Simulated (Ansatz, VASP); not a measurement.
TiHg: VASP beside Ansatz

The input INCAR:

```
PREC = Accurate
ENCUT = 520
EDIFF = 1E-8
ISMEAR = -1
SIGMA = 0.08
LREAL = False
LASPH = True
NELM = 60
ALGO = Normal
ISIF = 2
LWAVE = False
LCHARG = False
LEFG = True
NBANDS = 19
```

The input KPOINTS:

```
regular mesh
0
Gamma
  14 14 10
```

The input POSCAR:

```
TiHg
1.0
    2.9683328527      0.0000000000      0.0000000000
    0.0000000000      2.9683328527      0.0000000000
    0.0000000000      0.0000000000      3.9863851970
Ti Hg
1 1
Direct
    0.5000000000      0.5000000000      0.5000000000
    0.0000000000      0.0000000000      0.0000000000
```

Input for Ansatz:

```yaml
crystal:
  lattice:
    - [2.9683328527, 0.0, 0.0]
    - [0.0, 2.9683328527, 0.0]
    - [0.0, 0.0, 3.986385197]
  atoms:
    - { symbol: Ti, position: [0.5, 0.5, 0.5] }
    - { symbol: Hg, position: [0.0, 0.0, 0.0] }
kpoints:
  mp_grid: { grid: [14, 14, 10] }
scf:
  occupations: { method: fermi_dirac, width: 0.08 }
hamiltonian:
  xc: lda
  pseudopotentials: { kind: all_electron, datasets: crystal }
output:
  forces: true
  stress: true
  eigenvalues: true
  efg: { contact_densities: true }
```

Change from the starting cell: volume scaled by 0.96, crystal datasets.

Alike in both runs: task electric field gradients; functional LDA; k mesh 14 × 14 × 10; occupations fermi-dirac, width 0.08 eV; no spin polarisation.

|  | VASP | Ansatz |
| --- | --- | --- |
| version | VASP 6.6.1 | Ansatz 0.2.0 |
| potentials or method | VASP PAW LDA potentials, release 64 (Ti_sv, Hg), cutoff 520 eV | all-electron PAW with datasets made for the crystal, scalar-relativistic |

```tsv
	VASP	Ansatz	Ansatz less VASP
pressure (GPa)	-0.9	-2.0	-1.03
traceless stress, the component that is largest in VASP (GPa)	0.65	0.68	+0.037
size of Vzz on the site where it differs most (V/Å²)	219.7	214.8	-4.90
```

LDA's correlation is that of Perdew and Zunger in VASP and of Perdew and Wang (1992) in Ansatz. Ansatz ran all-electron here, and VASP with PAW potentials.

Spin-orbit coupling is off throughout.
